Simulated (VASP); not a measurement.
# CoW3 (Pm-3m) in VASP: further runs

CoW3 is run at these levels: PBE, PBEsol; tasks: single point.

Everything below comes from runs of VASP 6.6.1. Logs are shortened: lines on timing, memory, paths and dates and some standing lists are left out, and cuts for length are marked.

## 1. The cell of the first run

Symmetry: Pm-3m, No. 221, cubic system. The conventional cell has a = 3.881 Å, b = 3.881 Å, c = 3.881 Å, α = 90.00°, β = 90.00°, γ = 90.00°. Within 3.6 Å of W (site symmetry 4/mmm) lie 8 W at 2.74 Å and 4 Co at 2.74 Å. Co (site symmetry m-3m) has 12 W at 2.74 Å within 3.6 Å.

## 2. Single point, PBE, collinear spin, ferromagnetic start

Input file INCAR:

```
SYSTEM = CoW3
  PREC = Accurate
  ENCUT = 520
  EDIFF = 1E-7
  ISMEAR = -1
  SIGMA = 0.05
  LREAL = .False.
  LASPH = .True.
  NELM = 150
  ALGO = Normal
  ISIF = 2
  LWAVE = .False.
  LCHARG = .False.
  ISPIN = 2
  MAGMOM = 0 0 0 2
  LORBIT = 11
  LMAXMIX = 4
  GGA = PE
  NBANDS = 38
```

Input file KPOINTS:

```
Automatic mesh
0
Gamma
  7 7 7
  0 0 0
```

Input file POSCAR:

```
CoW3
1.0
    3.8811263776      0.0000000000      0.0000000000
    0.0000000000      3.8811263776      0.0000000000
    0.0000000000      0.0000000000      3.8811263776
W Co
3 1
Direct
    0.5000000000      0.5000000000      0.0000000000
    0.5000000000      0.0000000000      0.5000000000
    0.0000000000      0.5000000000      0.5000000000
    0.0000000000      0.0000000000      0.0000000000
```

Potentials or basis: VASP PAW PBE potentials, release 64 (W_sv, Co).

Run with:

```
$ cat potpaw_PBE.64/W_sv/POTCAR potpaw_PBE.64/Co/POTCAR > POTCAR
$ mpirun -np 1 vasp_std > vasp.out
```

OUTCAR:

```text
SYSTEM = CoW3
   PREC = Accurate
   ENCUT = 520
   EDIFF = 1E-7
   ISMEAR = -1
   LREAL = .False.
   LASPH = .True.
   NELM = 150
   ISIF = 2
   ISPIN = 2
   LORBIT = 11
   GGA = PE

 ion  position               nearest neighbor table
   1  0.500  0.500  0.000-   2 2.74   3 2.74   4 2.74   2 2.74   3 2.74   2 2.74   4 2.74   2 2.74
                             3 2.74   4 2.74   3 2.74   4 2.74
   2  0.500  0.000  0.500-   1 2.74   3 2.74   4 2.74   1 2.74   4 2.74   1 2.74   3 2.74   1 2.74
                             3 2.74   4 2.74   4 2.74   3 2.74
   3  0.000  0.500  0.500-   1 2.74   2 2.74   4 2.74   1 2.74   4 2.74   2 2.74   4 2.74   4 2.74
                             1 2.74   2 2.74   1 2.74   2 2.74
   4  0.000  0.000  0.000-   1 2.74   2 2.74   3 2.74   2 2.74   3 2.74   1 2.74   3 2.74   3 2.74
                             1 2.74   2 2.74   2 2.74   1 2.74

  LATTYP: Found a simple cubic cell.
 ALAT       =     3.8811263776

  Lattice vectors:

 A1 = (   3.8811263776,   0.0000000000,   0.0000000000)
 A2 = (   0.0000000000,   3.8811263776,   0.0000000000)
 A3 = (   0.0000000000,   0.0000000000,   3.8811263776)

Analysis of symmetry for initial positions (statically):
=====================================================================
 Subroutine PRICEL returns:
 Original cell was already a primitive cell.

 Routine SETGRP: Setting up the symmetry group for a
 simple cubic supercell.

 Subroutine GETGRP returns: Found 48 space group operations
 (whereof 48 operations were pure point group operations)
 out of a pool of 48 trial point group operations.

The static configuration has the point symmetry O_h .

Analysis of symmetry for dynamics (positions and initial velocities):
=====================================================================
 Subroutine PRICEL returns:
 Original cell was already a primitive cell.

 Routine SETGRP: Setting up the symmetry group for a
 simple cubic supercell.

 Subroutine GETGRP returns: Found 48 space group operations
 (whereof 48 operations were pure point group operations)
 out of a pool of 48 trial point group operations.

The dynamic configuration has the point symmetry O_h .

Analysis of structural, dynamic, and magnetic symmetry:
=====================================================================
 Subroutine PRICEL returns:
 Original cell was already a primitive cell.

 Routine SETGRP: Setting up the symmetry group for a
 simple cubic supercell.

 Subroutine GETGRP returns: Found 48 space group operations
 (whereof 48 operations were pure point group operations)
 out of a pool of 48 trial point group operations.

The overall configuration has the point symmetry O_h .

 Subroutine INISYM returns: Found 48 space group operations
 (whereof 48 operations are pure point group operations),
 and found     1 'primitive' translations

----------------------------------------------------------------------------------------

                                     Primitive cell

  volume of cell :      58.4620

  direct lattice vectors                    reciprocal lattice vectors
     3.881126378  0.000000000  0.000000000     0.257657160  0.000000000  0.000000000
     0.000000000  3.881126378  0.000000000     0.000000000  0.257657160  0.000000000
     0.000000000  0.000000000  3.881126378     0.000000000  0.000000000  0.257657160

  length of vectors
     3.881126378  3.881126378  3.881126378     0.257657160  0.257657160  0.257657160

  position of ions in fractional coordinates (direct lattice)
     0.500000000  0.500000000  0.000000000
     0.500000000  0.000000000  0.500000000
     0.000000000  0.500000000  0.500000000
     0.000000000  0.000000000  0.000000000

  ion indices of the primitive-cell ions
   primitive index   ion index
                 1           1
                 2           2
                 3           3
                 4           4

----------------------------------------------------------------------------------------

 KPOINTS: Automatic mesh

Automatic generation of k-mesh.
 Grid dimensions read from file:
 generate k-points for:    7    7    7

 Generating k-lattice:

  Cartesian coordinates                     Fractional coordinates (reciprocal lattice)
     0.036808166  0.000000000  0.000000000     0.142857143  0.000000000  0.000000000
     0.000000000  0.036808166  0.000000000     0.000000000  0.142857143  0.000000000
     0.000000000  0.000000000  0.036808166     0.000000000  0.000000000  0.142857143

  Length of vectors
     0.036808166  0.036808166  0.036808166

  Shift w.r.t. Gamma in fractional coordinates (k-lattice)
     0.000000000  0.000000000  0.000000000

 Subroutine IBZKPT returns following result:
 ===========================================

 Found     20 irreducible k-points:

 Following reciprocal coordinates:
            Coordinates               Weight
  0.000000  0.000000  0.000000      1.000000
  0.142857  0.000000  0.000000      6.000000
  0.285714  0.000000  0.000000      6.000000
  0.428571  0.000000  0.000000      6.000000
  0.142857  0.142857  0.000000     12.000000
  0.285714  0.142857  0.000000     24.000000
[... 12 lines left out ...]
  0.428571  0.428571  0.285714     24.000000
  0.428571  0.428571  0.428571      8.000000
   k-points           NKPTS =     20   k-points in BZ     NKDIM =     20   number of bands    NBANDS=     38
   number of dos      NEDOS =    301   number of ions     NIONS =      4
   total plane-waves  NPLWV =  27000
   dimension x,y,z NGX =    30 NGY =   30 NGZ =   30
   dimension x,y,z NGXF=    60 NGYF=   60 NGZF=   60
   ions per type =               3   1
   NGX,Y,Z   is equivalent  to a cutoff of  12.85, 12.85, 12.85 a.u.
   NGXF,Y,Z  is equivalent  to a cutoff of  25.70, 25.70, 25.70 a.u.
 SYSTEM =  CoW3
   PREC   = accura    normal or accurate (medium, high low for compatibility)
   ISTART =      0    job   : 0-new  1-cont  2-samecut
   ICHARG =      2    charge: 1-file 2-atom 10-const
   ISPIN  =      2    spin polarized calculation?
   LNONCOLLINEAR =      F non collinear calculations
   LSORBIT =      F    spin-orbit coupling
   LASPH  =      T    aspherical Exc in radial PAW
   ENCUT  =  520.0 eV  38.22 Ry    6.18 a.u.   7.22  7.22  7.22*2*pi/ulx,y,z
   NELM   =    150;   NELMIN=  2; NELMDL= -5     # of ELM steps
   EDIFF  = 0.1E-06   stopping-criterion for ELM
   LREAL  =      F    real-space projection
   EDIFFG = 0.1E-05   stopping-criterion for IOM
   NSW    =      0    number of steps for IOM
   IBRION =     -1    ionic relax: 0-MD 1-quasi-New 2-CG
   NFREE  =      0    steps in history (QN), initial steepest desc. (CG)
   ISIF   =      2    stress and relaxation
   ISYM   =      2    0-nonsym 1-usesym 2-fastsym
   POTIM  = 0.5000    time-step for ionic-motion
   TEBEG  =    0.0;   TEEND  =   0.0 temperature during run
   PSTRESS=    0.0 pullay stress
   NELECT =      51.0000    total number of electrons
   NUPDOWN=      -1.0000    fix difference up-down
   EMIN   =  10.00;   EMAX   =-10.00  energy-range for DOS
   EFERMI =   0.00;   METHOD = LEGACY
   ISMEAR =    -1;   SIGMA  =   0.05  broadening in eV -4-tet -1-fermi 0-gaus
   EFERMI_NEDOS =   21; number of points for ismear=-14 and -15
   IALGO  =     38    algorithm
   IMIX   =      4    mixing-type and parameters
     AMIX     =   0.40;   BMIX     =  1.00
     AMIX_MAG =   1.60;   BMIX_MAG =  1.00
  volume/ion in A,a.u.               =      14.62        98.63
  Fermi-wavevector in a.u.,A,eV,Ry     =   1.564253  2.956010 33.291942  2.446889
  Thomas-Fermi vector in A             =   2.666904
   LORBIT       =     11    0 simple, 1 ext, 2 COOP (PROOUT), +10 PAW based schemes
   GGA     = PE    functional components
   LHFCALC =     F    Hartree Fock is set to
   AEXX    =    0.0000 exact exchange contribution
   IVDW    =     0    specifies the selected vdW correction
   LEPSILON=     F    determine dielectric tensor
   LRPA    =     F    only Hartree local field effects (RPA)
 spin polarized calculation
  energy-cutoff  :      520.00
  volume of cell :       58.46
 maximum number of plane-waves:      1588
 NGX is ok and might be reduce to    30
   NGX = 15   NGY = 15   NGZ = 15

 number of electron      51.0000010 magnetization      -0.0722900

 number of electron      51.0000013 magnetization       0.0000943

 Free energy of the ion-electron system (eV)
  ---------------------------------------------------
  ext. energy  EPLUGINS =         0.00000000
  ---------------------------------------------------
  free energy    TOTEN  =       -44.85717819 eV

  energy without entropy =      -44.82257384  energy(sigma->0) =      -44.83987601

 E-fermi :  10.7762     XC(G=0): -13.5784

 val. band max:       10.7640709707   @ k =   0.1429   0.1429   0.1429
 cond. band min:      10.8198627324   @ k =   0.1429   0.1429   0.0000
 fundamental gap:      0.0557917616
 Fermi energy:        10.7762226969

 spin component 1

 k-point     1 :       0.0000    0.0000    0.0000
  band No.  band energies     occupation
      1     -62.9268      1.00000
      2     -62.7526      1.00000
      3     -62.7526      1.00000
      4     -27.6403      1.00000
      5     -27.6403      1.00000
      6     -27.6403      1.00000
[... 789 lines left out ...]
     36      16.6125      0.00000
     37      20.8429      0.00000
 Fermi energy:        10.7762226969

 spin component 2

 k-point     1 :       0.0000    0.0000    0.0000
  band No.  band energies     occupation
      1     -62.9268      1.00000
      2     -62.7526      1.00000
      3     -62.7526      1.00000
      4     -27.6403      1.00000
      5     -27.6403      1.00000
      6     -27.6403      1.00000
[... 789 lines left out ...]
     36      16.6125      0.00000
     37      20.8429      0.00000
 [bands above 37 left out]

------------------------ aborting loop because EDIFF is reached ----------------------------------------

  FORCE on cell =-STRESS in cart. coord.  units (eV):
  Direction    XX          YY          ZZ          XY          YZ          ZX
  --------------------------------------------------------------------------------------
  -------------------------------------------------------------------------------------
  Total        1.6321947      1.6321947      1.6321947      0.0000000      0.0000000     -0.0000000
  in kB       44.7310601     44.7310601     44.7310601      0.0000000      0.0000000     -0.0000000
  external PRESSURE =      44.7310601 kB  Pullay stress =       0.0000000 kB

 VOLUME and BASIS-vectors are now :
 -----------------------------------------------------------------------------
  energy-cutoff  :      520.00
  volume of cell :       58.46
      direct lattice vectors                 reciprocal lattice vectors
     3.881126378  0.000000000  0.000000000     0.257657160  0.000000000  0.000000000
     0.000000000  3.881126378  0.000000000     0.000000000  0.257657160  0.000000000
     0.000000000  0.000000000  3.881126378     0.000000000  0.000000000  0.257657160

 POSITION                                       TOTAL-FORCE (eV/Angst)
 -----------------------------------------------------------------------------------
      1.94056      1.94056      0.00000         0.000000      0.000000      0.000000
      1.94056      0.00000      1.94056         0.000000      0.000000      0.000000
      0.00000      1.94056      1.94056         0.000000      0.000000      0.000000
      0.00000      0.00000      0.00000         0.000000      0.000000      0.000000
 -----------------------------------------------------------------------------------
    total drift:                                0.000000      0.000000     -0.000000

  FREE ENERGIE OF THE ION-ELECTRON SYSTEM (eV)
  ---------------------------------------------------
  free  energy   TOTEN  =       -44.8571781903 eV

  energy  without entropy=      -44.8225738368  energy(sigma->0) =      -44.83987601

 total charge

# of ion       s       p       d       tot
------------------------------------------
    1        2.421   6.313   3.386  12.120
    2        2.421   6.313   3.386  12.120
    3        2.421   6.313   3.386  12.120
    4        0.472   0.563   7.299   8.333
--------------------------------------------------
tot          7.734  19.500  17.458  44.693

 magnetization (x)

# of ion       s       p       d       tot
------------------------------------------
    1       -0.000  -0.000  -0.000  -0.000
    2       -0.000  -0.000  -0.000  -0.000
    3       -0.000  -0.000  -0.000  -0.000
    4       -0.000   0.000   0.000   0.000
--------------------------------------------------
tot         -0.000   0.000   0.000   0.000
```

Wall time 2.3 min (1 thread of Intel Xeon 6975P-C (Granite Rapids), shared host); peak memory 0.22 GiB.

Results:

```
Free energy                                           : -44.8572 eV
Pressure                                              : 4.5 GPa
Net moment                                            : 0.00 μB per cell
Valence electrons inside the program's atomic spheres : W 12.12; Co 8.33
```

Caveat: the cell stands under pressure; spin-orbit coupling is left out, which moves the levels of the heavy elements.

## 3. Single point, PBE, collinear spin, ferromagnetic start

This run uses another cell than the first one, of 14.91 Å³/atom.

Input file INCAR:

```
SYSTEM = CoW3
PREC = Accurate
ENCUT = 520
EDIFF = 1E-7
ISMEAR = -1
SIGMA = 0.05
LREAL = .False.
LASPH = .True.
NELM = 150
ALGO = Fast
ISIF = 2
LWAVE = .False.
LCHARG = .False.
ISPIN = 2
MAGMOM = 0 0 0 2
LORBIT = 11
LMAXMIX = 4
GGA = PE
NBANDS = 38
```

KPOINTS is that of step 2.

Input file POSCAR:

```
CoW3
1.0
    3.9073510000      0.0000000000      0.0000000000
    0.0000000000      3.9073510000      0.0000000000
    0.0000000000      0.0000000000      3.9073510000
W Co
3 1
Direct
    0.5000000000      0.5000000000      0.0000000000
    0.5000000000      0.0000000000      0.5000000000
    0.0000000000      0.5000000000      0.5000000000
    0.0000000000      0.0000000000      0.0000000000
```

Potentials or basis: VASP PAW PBE potentials, release 64 (W_sv, Co).

Run with:

```
$ cat potpaw_PBE.64/W_sv/POTCAR potpaw_PBE.64/Co/POTCAR > POTCAR
$ mpirun -np 1 vasp_std > vasp.out
```

Wall time 2.5 min (1 thread of Intel Xeon 6975P-C (Granite Rapids), shared host); peak memory 0.22 GiB.

The run converged. Its results:

| Property | Result |
| --- | --- |
| Free energy | -44.8691 eV |
| Pressure | -1.4 GPa |
| Net moment | 0.00 μB per cell |
| Valence electrons inside the program's atomic spheres | W 12.07; Co 8.29 |

Levels at points of the mesh, in eV from the Fermi level:
Spin up:
| k point | band 22 | band 23 | band 24 | band 25 | band 26 | band 27 | band 28 | band 29 |
| --- | --- | --- | --- | --- | --- | --- | --- | --- |
| (0.00, 0.00, 0.00) | -1.09 | 0.34 | 0.34 | 2.82 | 2.82 | 2.82 | 2.97 | 2.97 |
Spin down:
```csv
k point,band 22,band 23,band 24,band 25,band 26,band 27,band 28,band 29
"(0.00, 0.00, 0.00)",-1.09,0.34,0.34,2.82,2.82,2.82,2.97,2.97
```

Caveat: spin-orbit coupling is left out, which moves the levels of the heavy elements.

(Continued in part 2 of 2.)
